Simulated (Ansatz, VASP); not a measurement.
**PbS in VASP and in Ansatz**

```
Pb S
1.0
     2.07995   -5.99130    0.00000
     2.07995    5.99130    0.00000
     0.00000    0.00000    4.27932
Pb S
2 2
Cartesian
  2.0800 -4.4268 3.2095
  2.0800 4.4268 1.0698
  2.0800 -1.7399 3.2095
  2.0800 1.7399 1.0698
```

Alike in both runs: task single point; functional r2SCAN; k mesh 6 × 6 × 6; no spin polarisation.

|  | VASP | Ansatz |
| --- | --- | --- |
| version | VASP 6.6.1 | Ansatz 0.2.0 |
| potentials or method | VASP PAW PBE potentials, release 64 (Pb_d, S), cutoff 520 eV | plane waves, PAW |
| occupations | gaussian, width 0.01 eV | fixed |
| valence electrons in the cell | 40 | 40 |

```csv
,VASP,Ansatz,Ansatz less VASP
gap on the k mesh at the Fermi level (eV),1.48,1.48,+0.001
```

VASP's potentials were made for PBE, not for r2SCAN.

Neither program's run includes spin-orbit coupling.
